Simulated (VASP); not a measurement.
Crystal: Ta2Si.

```
Ta Si
1.0
    -3.08776    3.08776    2.52364
     3.08776   -3.08776    2.52364
     3.08776    3.08776   -2.52364
Ta Si
4 2
Direct
  0.66359 0.83641 0.50000
  0.83641 0.33641 0.17281
  0.33641 0.16359 0.50000
  0.16359 0.66359 0.82719
  0.25000 0.25000 0.00000
  0.75000 0.75000 0.00000
```

Base run:

```yaml
Program: VASP 6.6.1
Functional: PBEsol
Potentials_or_basis: VASP PAW PBE potentials, release 64 (Ta_pv, Si)
Cutoff: 520 eV
k_mesh: 8 × 8 × 8
Occupations: gaussian, width 0.1 eV
Spin: no spin polarisation
```

Its results: pressure -2.9 GPa; largest force 0.044 eV/Å.

Task: After a change of settings the same cell gave: pressure 1.8 GPa; largest force 1.683 eV/Å. Which change was it?
A. k mesh from 8 × 8 × 8 to 5 × 5 × 5; further incar settings from ALGO = Fast; EDIFF = 1e-07; NBANDS = 35 to ALGO = Normal; EDIFF = 1e-06; NBANDS = 35
B. k mesh from 8 × 8 × 8 to 1 × 1 × 1; further incar settings from ALGO = Fast; EDIFF = 1e-07; NBANDS = 35 to ALGO = Normal; EDIFF = 1e-07; NBANDS = 35
C. k mesh from 8 × 8 × 8 to 2 × 2 × 2
D. k mesh from 8 × 8 × 8 to 10 × 10 × 10; further incar settings from ALGO = Fast; EDIFF = 1e-07; NBANDS = 35 to ALGO = Fast; EDIFF = 1e-06; NBANDS = 35

Result: B.

Caveats: some runs use coarse meshes; the PAW data sets were made with another functional, which shifts forces and pressure a little.
